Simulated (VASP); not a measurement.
Runs of VASP 6.6.1 on Hf. The structure is that of space group P6/mmm (No. 191), or close to it. The cells are those of the table. This isn't the form of Hf at room conditions, which is hcp.

```csv
cell,gap on the mesh (eV),pressure (GPa)
"a = 4.993, b = 4.993, c = 3.103 Å, angles 90.0, 90.0, 120.0°, 3 atoms",none,-0.5
"a = 4.436, b = 4.436, c = 2.752 Å, angles 90.0, 90.0, 120.0°, 3 atoms",none,70.9
"a = 4.634, b = 4.634, c = 2.882 Å, angles 90.0, 90.0, 120.0°, 3 atoms",none,(b)
"a = 4.233, b = 4.233, c = 2.591 Å, angles 90.0, 90.0, 120.0°, 3 atoms",none,(a)
"a = 3.763, b = 3.763, c = 2.186 Å, angles 90.0, 90.0, 120.0°, 3 atoms",none,495.6
```

Alike in all rows: task single point; level PBE; potentials or basis VASP PAW PBE potentials, release 64 (Hf_pv); no spin polarisation; k mesh 8 × 8 × 11; cutoff (eV) 520; smearing fermi-dirac 0.08 eV.

Q: Estimate the missing entries.

A: (a) 132.5; (b) 34.8.

Caveats: spin-orbit coupling is left out, which moves the levels of the heavy elements; the cell stands under pressure (at least some runs).

A k mesh can miss the band edges, and the runs leave out spin-orbit coupling on Hf.

A gap of «none» marks levels without a gap at the run's occupations.
